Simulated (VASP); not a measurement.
# Mg (P6_3/mmc) in VASP: a series of runs

Runs on Mg. Level: LDA. Tasks: single point.

Everything below comes from runs of VASP 6.6.1. Logs are shortened: lines on timing, memory, paths and dates and some standing lists are left out, and cuts for length are marked.

## Step 1: The cell of the first run

It takes space group P6_3/mmc (No. 194, hexagonal). Conventional cell: a = 3.166 Å, b = 3.166 Å, c = 5.140 Å, α = 90.00°, β = 90.00°, γ = 120.00°. Within 4.1 Å of Mg (site symmetry -6m2) lie 12 Mg at 3.15 to 3.17 Å.

## Step 2: Single point, LDA (volume scaled by 0.96)

The input, INCAR:

```
SYSTEM = Mg
PREC = Accurate
ENCUT = 520
EDIFF = 1E-7
ISMEAR = -1
SIGMA = 0.05
LREAL = .FALSE.
LASPH = .TRUE.
NELM = 80
ALGO = Normal
ISIF = 2
LWAVE = .FALSE.
LCHARG = .TRUE.
GGA = CA
LELF = .TRUE.
LVHAR = .TRUE.
NBANDS = 9
```

The input, KPOINTS:

```
Automatic mesh
0
G
  12 12 7
  0 0 0
```

The input, POSCAR:

```
Mg
1.0
    3.1658976813      0.0000000000      0.0000000000
   -1.5829488406      2.7417478178      0.0000000000
    0.0000000000      0.0000000000      5.1399115029
Mg
2
Direct
    0.3333333333      0.6666666667      0.2500000000
    0.6666666667      0.3333333333      0.7500000000
```

Potentials or basis: VASP PAW LDA potentials, release 64 (Mg).

The run is started by

```
$ cat potpaw_LDA.64/Mg/POTCAR > POTCAR
$ mpirun -np 1 vasp_std > vasp.out
```

OUTCAR:

```text
SYSTEM = Mg
   PREC = Accurate
   ENCUT = 520
   EDIFF = 1E-7
   ISMEAR = -1
   LREAL = .FALSE.
   LASPH = .TRUE.
   NELM = 80
   ISIF = 2
   GGA = CA

 ion  position               nearest neighbor table
   1  0.333  0.667  0.250-   2 3.15   2 3.15   2 3.15   2 3.15   2 3.15   2 3.15
   2  0.667  0.333  0.750-   1 3.15   1 3.15   1 3.15   1 3.15   1 3.15   1 3.15

  LATTYP: Found a hexagonal cell.
 ALAT       =     3.1658976813
 C/A-ratio  =     1.6235242008

  Lattice vectors:

 A1 = (   3.1658976813,   0.0000000000,   0.0000000000)
 A2 = (  -1.5829488406,   2.7417478178,   0.0000000000)
 A3 = (   0.0000000000,   0.0000000000,   5.1399115029)

Analysis of symmetry for initial positions (statically):
[... 35 lines left out ...]
                                     Primitive cell

  volume of cell :      44.6149

  direct lattice vectors                    reciprocal lattice vectors
     3.165897681  0.000000000  0.000000000     0.315866178  0.182365423  0.000000000
    -1.582948841  2.741747818  0.000000000     0.000000000  0.364730846  0.000000000
     0.000000000  0.000000000  5.139911503     0.000000000  0.000000000  0.194555879

  length of vectors
     3.165897681  3.165897681  5.139911503     0.364730846  0.364730846  0.194555879

  position of ions in fractional coordinates (direct lattice)
     0.333333333  0.666666667  0.250000000
     0.666666667  0.333333333  0.750000000

  ion indices of the primitive-cell ions
   primitive index   ion index
                 1           1
                 2           2

----------------------------------------------------------------------------------------

 KPOINTS: Automatic mesh

Automatic generation of k-mesh.
 Grid dimensions read from file:
 generate k-points for:   12   12    7

 Generating k-lattice:

  Cartesian coordinates                     Fractional coordinates (reciprocal lattice)
     0.026322181  0.015197119  0.000000000     0.083333333  0.000000000  0.000000000
     0.000000000  0.030394237  0.000000000     0.000000000  0.083333333  0.000000000
     0.000000000  0.000000000  0.027793697     0.000000000  0.000000000  0.142857143

  Length of vectors
     0.030394237  0.030394237  0.027793697

  Shift w.r.t. Gamma in fractional coordinates (k-lattice)
     0.000000000  0.000000000  0.000000000

 Subroutine IBZKPT returns following result:
 ===========================================

 Found     76 irreducible k-points:

 Following reciprocal coordinates:
            Coordinates               Weight
  0.000000  0.000000  0.000000      1.000000
  0.083333  0.000000  0.000000      6.000000
  0.166667  0.000000  0.000000      6.000000
  0.250000  0.000000  0.000000      6.000000
  0.333333  0.000000  0.000000      6.000000
  0.416667  0.000000  0.000000      6.000000
[... 16 lines left out ...]
  0.250000  0.000000  0.142857     12.000000
  0.333333  0.000000  0.142857     12.000000
 [... further k-points ...]
   k-points           NKPTS =     76   k-points in BZ     NKDIM =     76   number of bands    NBANDS=      9
   number of dos      NEDOS =    301   number of ions     NIONS =      2
   total plane-waves  NPLWV =  23040
   dimension x,y,z NGX =    24 NGY =   24 NGZ =   40
   dimension x,y,z NGXF=    48 NGYF=   48 NGZF=   80
   ions per type =               2
   NGX,Y,Z   is equivalent  to a cutoff of  12.60, 12.60, 12.94 a.u.
   NGXF,Y,Z  is equivalent  to a cutoff of  25.21, 25.21, 25.88 a.u.
 SYSTEM =  Mg
   PREC   = accura    normal or accurate (medium, high low for compatibility)
   ISTART =      0    job   : 0-new  1-cont  2-samecut
   ICHARG =      2    charge: 1-file 2-atom 10-const
   ISPIN  =      1    spin polarized calculation?
   LNONCOLLINEAR =      F non collinear calculations
   LSORBIT =      F    spin-orbit coupling
   LASPH  =      T    aspherical Exc in radial PAW
   ENCUT  =  520.0 eV  38.22 Ry    6.18 a.u.   5.89  5.89  9.56*2*pi/ulx,y,z
   NELM   =     80;   NELMIN=  2; NELMDL= -5     # of ELM steps
   EDIFF  = 0.1E-06   stopping-criterion for ELM
   LREAL  =      F    real-space projection
   EDIFFG = 0.1E-05   stopping-criterion for IOM
   NSW    =      0    number of steps for IOM
   IBRION =     -1    ionic relax: 0-MD 1-quasi-New 2-CG
   NFREE  =      0    steps in history (QN), initial steepest desc. (CG)
   ISIF   =      2    stress and relaxation
   ISYM   =      2    0-nonsym 1-usesym 2-fastsym
   POTIM  = 0.5000    time-step for ionic-motion
   TEBEG  =    0.0;   TEEND  =   0.0 temperature during run
   PSTRESS=    0.0 pullay stress
   NELECT =       4.0000    total number of electrons
   NUPDOWN=      -1.0000    fix difference up-down
   EMIN   =  10.00;   EMAX   =-10.00  energy-range for DOS
   EFERMI =   0.00;   METHOD = LEGACY
   ISMEAR =    -1;   SIGMA  =   0.05  broadening in eV -4-tet -1-fermi 0-gaus
   EFERMI_NEDOS =   21; number of points for ismear=-14 and -15
   IALGO  =     38    algorithm
   IMIX   =      4    mixing-type and parameters
     AMIX     =   0.40;   BMIX     =  1.00
     AMIX_MAG =   1.60;   BMIX_MAG =  1.00
  volume/ion in A,a.u.               =      22.31       150.54
  Fermi-wavevector in a.u.,A,eV,Ry     =   0.732715  1.384630  7.304568  0.536871
  Thomas-Fermi vector in A             =   1.825246
   LORBIT       =      0    0 simple, 1 ext, 2 COOP (PROOUT), +10 PAW based schemes
   GGA     = CA    functional components
   LHFCALC =     F    Hartree Fock is set to
   AEXX    =    0.0000 exact exchange contribution
   IVDW    =     0    specifies the selected vdW correction
   LEPSILON=     F    determine dielectric tensor
   LRPA    =     F    only Hartree local field effects (RPA)
 non-spin polarized calculation
  energy-cutoff  :      520.00
  volume of cell :       44.61
 maximum number of plane-waves:      1216
 NGX is ok and might be reduce to    24
   NGX = 11   NGY = 11   NGZ = 19

 number of electron       4.0000000 magnetization

 Free energy of the ion-electron system (eV)
  ---------------------------------------------------
  ext. energy  EPLUGINS =         0.00000000
  ---------------------------------------------------
  free energy    TOTEN  =        -3.61566216 eV

  energy without entropy =       -3.60828521  energy(sigma->0) =       -3.61197369

 E-fermi :   2.5624     XC(G=0):  -8.7727

 val. band max:        2.5292972327   @ k =   0.3333   0.1667   0.1429
 cond. band min:       2.5690454401   @ k =   0.2500   0.0833   0.0000
 fundamental gap:      0.0397482074
 Fermi energy:         2.5623943782

 k-point     1 :       0.0000    0.0000    0.0000
  band No.  band energies     occupation
      1      -4.4237      2.00000
      2       0.9225      2.00000
      3       1.3448      2.00000
      4      13.6821      0.00000
      5      13.6821      0.00000
      6      13.7819      0.00000
      7      13.7819      0.00000
      8      14.6031      0.00000
      9      16.2599      0.00000

 k-point     2 :       0.0833    0.0000    0.0000
  band No.  band energies     occupation
      1      -4.2845      2.00000
      2       1.0489      2.00000
      3       1.4801      2.00000
      4      11.3890      0.00000
      5      12.4613      0.00000
      6      13.3043      0.00000
      7      15.1931      0.00000
      8      15.4571      0.00000
      9      16.1237      0.00000

 k-point     3 :       0.1667    0.0000    0.0000
  band No.  band energies     occupation
      1      -3.8684      2.00000
      2       1.4285      2.00000
      3       1.8810      2.00000
      4       8.8368      0.00000
      5      11.4208      0.00000
      6      12.0793      0.00000
      7      13.6292      0.00000
      8      14.4933      0.00000
      9      16.1022      0.00000

 k-point     4 :       0.2500    0.0000    0.0000
  band No.  band energies     occupation
      1      -3.1790      2.00000
      2       2.0619      1.99991
      3       2.5238      1.36792
      4       6.4723      0.00000
      5      10.6130      0.00000
      6      10.7499      0.00000
      7      11.2491      0.00000
      8      12.9090      0.00000
      9      15.1599      0.00000

 k-point     5 :       0.3333    0.0000    0.0000
  band No.  band energies     occupation
      1      -2.2224      2.00000
      2       2.9496      0.00087
      3       3.2082      0.00000
      4       4.5288      0.00000
      5       9.0890      0.00000
      6       9.2503      0.00000
      7      10.0376      0.00000
      8      11.7876      0.00000
      9      14.5040      0.00000

 k-point     6 :       0.4167    0.0000    0.0000
  band No.  band energies     occupation
      1      -1.0077      2.00000
      2       2.1078      1.99977
      3       4.0900      0.00000
      4       4.8259      0.00000
      5       7.1787      0.00000
      6       7.6697      0.00000
      7       9.6931      0.00000
      8      11.1804      0.00000
      9      14.1067      0.00000
[... 169 lines left out ...]
 k-point    21 :       0.0833    0.0000    0.1429
  band No.  band energies     occupation
      1      -4.1683      2.00000
      2      -0.1934      2.00000
      3       2.9218      0.00151
      4      11.4684      0.00000
      5      12.5555      0.00000
      6      13.1874      0.00000
      7      13.9715      0.00000
      8      15.1556      0.00000
      9      15.4636      0.00000

 k-point    22 :       0.1667    0.0000    0.1429
  band No.  band energies     occupation
      1      -3.7527      2.00000
      2       0.2030      2.00000
      3       3.3025      0.00000
      4       8.9367      0.00000
      5      11.5169      0.00000
      6      11.9013      0.00000
      7      12.9147      0.00000
      8      14.5450      0.00000
      9      14.8843      0.00000

 k-point    23 :       0.2500    0.0000    0.1429
  band No.  band energies     occupation
      1      -3.0641      2.00000
      2       0.8581      2.00000
      3       3.9074      0.00000
      4       6.5910      0.00000
      5       9.9622      0.00000
      6      10.7095      0.00000
      7      11.5962      0.00000
      8      13.5013      0.00000
      9      14.1059      0.00000

 k-point    24 :       0.3333    0.0000    0.1429
  band No.  band energies     occupation
      1      -2.1088      2.00000
      2       1.7531      2.00000
      3       4.0841      0.00000
      4       5.1427      0.00000
      5       7.9456      0.00000
      6      10.1340      0.00000
      7      10.3310      0.00000
      8      12.1086      0.00000
      9      13.5204      0.00000

 [... further k-points ...]
[... 5 lines left out ...]
  --------------------------------------------------------------------------------------
  -------------------------------------------------------------------------------------
  Total       -0.3425326     -0.3425326     -0.6002353     -0.0000000      0.0000000      0.0000000
  in kB      -12.3007746    -12.3007746    -21.5552023     -0.0000000      0.0000000      0.0000000
  external PRESSURE =     -15.3855838 kB  Pullay stress =       0.0000000 kB

 VOLUME and BASIS-vectors are now :
 -----------------------------------------------------------------------------
  energy-cutoff  :      520.00
  volume of cell :       44.61
      direct lattice vectors                 reciprocal lattice vectors
     3.165897681  0.000000000  0.000000000     0.315866178  0.182365423  0.000000000
    -1.582948841  2.741747818  0.000000000     0.000000000  0.364730846  0.000000000
     0.000000000  0.000000000  5.139911503     0.000000000  0.000000000  0.194555879

 POSITION                                       TOTAL-FORCE (eV/Angst)
 -----------------------------------------------------------------------------------
     -0.00000      1.82783      1.28498        -0.000000      0.000000      0.000000
      1.58295      0.91392      3.85493         0.000000      0.000000      0.000000
 -----------------------------------------------------------------------------------
    total drift:                                0.000000     -0.000000      0.000000

  FREE ENERGIE OF THE ION-ELECTRON SYSTEM (eV)
  ---------------------------------------------------
  free  energy   TOTEN  =        -3.6156621612 eV

  energy  without entropy=       -3.6082852143  energy(sigma->0) =       -3.61197369
```

Run time: 7.2 s. Hardware: 1 thread of Intel Xeon 6975P-C (Granite Rapids), shared host; peak memory 0.15 GiB.

What came out:

| Property | Result |
| --- | --- |
| Free energy | -3.6157 eV |
| Pressure | -1.5 GPa |
| Band gap on the k mesh | zero (band 2 reaches 3.63 eV, above the bottom of band 3 at 1.34 eV) |

(Continued in part 2 of 2.)
